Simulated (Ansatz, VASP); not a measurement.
## GaP in VASP and in Ansatz

Contents of INCAR:

```
ALGO     = Normal         # electronic algorithm
EDIFF    = 1E-6           # SCF threshold, eV
ENCUT    = 520            # plane-wave cutoff, eV
GGA      = PS             # functional
ISIF     = 2              # what is computed and relaxed
ISMEAR   = 0              # smearing method
LASPH    = T              # aspherical terms in the spheres
LCHARG   = F              # write CHGCAR
LREAL    = F              # projectors in reciprocal space
LWAVE    = F              # write WAVECAR
NBANDS   = 16             # bands
NELM     = 100            # most SCF steps
PREC     = Accurate       # precision mode
SIGMA    = 0.05           # smearing width, eV
```

KPOINTS

```
k-points
0
Gamma
  8 8 8
```

File POSCAR:

```
GaP
1.0
    0.0000000000      2.7252500000      2.8342600000
    2.7252500000      0.0000000000      2.8342600000
    2.7252500000      2.7252500000      0.0000000000
Ga P
1 1
Direct
    0.0000000000      0.0000000000      0.0000000000
    0.7500000000      0.7500000000      0.7500000000
```

Input for Ansatz:

```yaml
crystal:
  lattice:
    - [0.0, 2.72525, 2.83426]
    - [2.72525, 0.0, 2.83426]
    - [2.72525, 2.72525, 0.0]
  atoms:
    - { symbol: Ga, position: [0.0, 0.0, 0.0] }
    - { symbol: P, position: [0.75, 0.75, 0.75] }
basis:
  ecutwfc: 420
kpoints:
  mp_grid: { grid: [8, 8, 8] }
hamiltonian:
  xc: pbesol
scf:
  occupations: { method: gaussian, width: 0.05 }
output:
  forces: true
  stress: true
  eigenvalues: true
```

Change from the starting cell: strain +0.000 along x and y, +0.040 along z, atoms carried along.

Alike in both runs: task single point; functional PBEsol; k mesh 8 × 8 × 8; occupations gaussian, width 0.05 eV; no spin polarisation.

|  | VASP | Ansatz |
| --- | --- | --- |
| version | VASP 6.6.1 | Ansatz 0.2.0 |
| potentials or method | VASP PAW PBE potentials, release 64 (Ga_d, P), cutoff 520 eV | scalar-relativistic, plane waves, PAW |
| valence electrons in the cell | 18 | 18 |

```csv
,VASP,Ansatz,Ansatz less VASP
gap on the k mesh at the Fermi level (eV),1.34,1.34,-0.005
least direct gap on the mesh (eV),1.34,1.34,-0.005
pressure (GPa),-3.6,-3.5,+0.07
"traceless stress, the component that is largest in VASP (GPa)",-2.07,-2.06,+0.006
```

VASP's potentials were made for PBE, not for PBEsol. The functional is the same, so the differences come from potentials, cutoffs and numerics.
